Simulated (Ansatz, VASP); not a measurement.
**Si in VASP and in Ansatz**

File INCAR:

```
SYSTEM = Si
PREC     = Accurate       ! precision mode
ENCUT    = 520            ! plane-wave cutoff, eV
EDIFF    = 1E-6           ! SCF threshold, eV
ISMEAR   = 0              ! smearing method
SIGMA    = 0.03           ! smearing width, eV
LREAL    = .FALSE.        ! projectors in reciprocal space
LASPH    = .TRUE.         ! aspherical terms in the spheres
NELM     = 80             ! most SCF steps
ALGO     = Normal         ! electronic algorithm
ISIF     = 2              ! what is computed and relaxed
LWAVE    = .FALSE.        ! write WAVECAR
LCHARG   = .TRUE.         ! write CHGCAR
LELF     = .TRUE.         ! ELF
LVHAR    = .TRUE.       
NBANDS   = 16             ! bands
```

File KPOINTS:

```
regular mesh
0
G
  10 10 10
  0 0 0
```

File POSCAR:

```
Si
1.0
   -3.2755626256      3.2755626256      1.8935498751
    3.2755626256     -3.2755626256      1.8935498751
    3.2755626256      3.2755626256     -1.8935498751
Si
4
Direct
    0.1788010600      0.1788010600      0.3576021200
    0.8211989400      0.8211989400      0.6423978800
    0.1788010600      0.8211989400      0.0000000000
    0.8211989400      0.1788010600      0.0000000000
```

Input for Ansatz:

```yaml
crystal:
  lattice:
    - [-3.2755626256, 3.2755626256, 1.8935498751]
    - [3.2755626256, -3.2755626256, 1.8935498751]
    - [3.2755626256, 3.2755626256, -1.8935498751]
  atoms:
    - { symbol: Si, position: [0.17880106, 0.17880106, 0.35760212] }
    - { symbol: Si, position: [0.82119894, 0.82119894, 0.64239788] }
    - { symbol: Si, position: [0.17880106, 0.82119894, 0.0] }
    - { symbol: Si, position: [0.82119894, 0.17880106, 0.0] }
basis:
  ecutwfc: 420
kpoints:
  mp_grid: { grid: [10, 10, 10] }
hamiltonian:
  xc: lda
scf:
  occupations: { method: gaussian, width: 0.03 }
output:
  forces: true
  stress: true
  eigenvalues: true
```

Change from the starting cell: strain -0.015 along x and y, -0.015 along z, atoms carried along.

Alike in both runs: task single point; functional LDA; k mesh 10 × 10 × 10; occupations gaussian, width 0.03 eV; no spin polarisation.

|  | VASP | Ansatz |
| --- | --- | --- |
| version | VASP 6.6.1 | Ansatz 0.2.0 |
| potentials or method | VASP PAW LDA potentials, release 64 (Si), cutoff 520 eV | scalar-relativistic, plane waves, PAW |
| valence electrons in the cell | 16 | 16 |

VASP gave:

- gap on the k mesh at the Fermi level (eV): 0.12
- least direct gap on the mesh (eV): 0.23
- pressure (GPa): 2.3
- rms of the force components (eV/Å): 0.026

Estimate Ansatz's values.

gap on the k mesh at the Fermi level (eV): 0.13; least direct gap on the mesh (eV): 0.24; pressure (GPa): 2.2; rms of the force components (eV/Å): 0.024.

LDA's correlation is that of Perdew and Zunger in VASP and of Perdew and Wang (1992) in Ansatz. Atom by atom the forces differ by 0.002 eV/Å (rms over components).
